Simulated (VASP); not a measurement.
Set up this calculation in VASP 6.6.1, as the native input.

```yaml
Task: G0W0 quasiparticle levels
Functional: PBE
Potentials_or_basis: VASP PAW PBE potentials, release 64 (Al_GW, N_GW)
Cutoff: 500 eV
k_mesh: 6 × 6 × 6
Occupations: gaussian, width 0.01 eV
Spin: no spin polarisation
Dipole_correction: no
GW_scheme: G0W0
GW_iterations: 1
Cutoff_of_the_response_function: 140
Frequency_points: 96
Empty_bands: 61
Further_INCAR_settings: ALGO = EVGW0; EDIFF = 1e-08; NBANDS = 65
```

Crystal: AlN.

```xyz
2
Lattice="0.0000 2.0189 2.0189 2.0189 0.0000 2.0189 2.0189 2.0189 0.0000" Properties=species:S:1:pos:R:3 pbc="T T T"
Al    0.0000    0.0000    0.0000
N     2.0189    2.0189    2.0189
```

One way to write it, as run:

POSCAR

```
AlN
1.0
    0.0000000000      2.0188684697      2.0188684697
    2.0188684697      0.0000000000      2.0188684697
    2.0188684697      2.0188684697      0.0000000000
Al N
1 1
Direct
    0.0000000000      0.0000000000      0.0000000000
    0.5000000000      0.5000000000      0.5000000000
```

INCAR.step1

```
SYSTEM = AlN
  PREC = Accurate
  ENCUT = 500
  EDIFF = 1E-8
  ISMEAR = 0
  SIGMA = 0.01
  LREAL = .FALSE.
  LASPH = .TRUE.
  NELM = 80
  ALGO = Normal
  LWAVE = .TRUE.
  LCHARG = .FALSE.
  GGA = PE
```

INCAR.step2

```
SYSTEM = AlN
  PREC = Accurate
  ENCUT = 500
  EDIFF = 1E-8
  ISMEAR = 0
  SIGMA = 0.01
  LREAL = .FALSE.
  LASPH = .TRUE.
  NELM = 1
  ALGO = Exact
  LWAVE = .TRUE.
  LCHARG = .FALSE.
  GGA = PE
  NBANDS = 65
  LOPTICS = .TRUE.
  ISTART = 1
```

INCAR.step3

```
SYSTEM = AlN
  PREC = Accurate
  ENCUT = 500
  EDIFF = 1E-8
  ISMEAR = 0
  SIGMA = 0.01
  LREAL = .FALSE.
  LASPH = .TRUE.
  ALGO = EVGW0
  LWAVE = .FALSE.
  LCHARG = .FALSE.
  GGA = PE
  NELMGW = 1
  NBANDS = 65
  ENCUTGW = 140.0
  NOMEGA = 96
  PRECFOCK = Fast
  ISTART = 1
  NBANDSGW = 12
  OMEGAMAX = 20
```

KPOINTS

```
regular mesh
0
G
  6 6 6
  0 0 0
```

Potentials or basis: VASP PAW PBE potentials, release 64 (Al_GW, N_GW).

The run is started by

```console
$ cat potpaw_PBE.64/Al_GW/POTCAR potpaw_PBE.64/N_GW/POTCAR > POTCAR
$ cp INCAR.step1 INCAR
$ mpirun -np 1 vasp_std > vasp.out
$ cp INCAR.step2 INCAR
$ mpirun -np 1 vasp_std > vasp.out
$ cp INCAR.step3 INCAR
$ mpirun -np 1 vasp_std > vasp.out
```

It gave:

```yaml
Quasiparticle_gap: 6.20 eV
Least_direct_quasiparticle_gap: 7.49 eV
Band_gap_of_the_starting_levels_on_the_mesh: 4.65 eV
Least_direct_gap_of_the_starting_levels_on_the_mesh: 5.74 eV
```

Caveat: the k points lie up to 0.45 Å⁻¹ apart; bands, screening cutoff and mesh are small and nothing is extrapolated, so the quasiparticle values aren't converged; the structure was generated, so it needn't be the stable form of AlN.

Wall time 3.6 min on 1 thread of AMD EPYC 7R13 Processor (Zen 3), with other jobs on the host, peak memory 0.27 GiB.
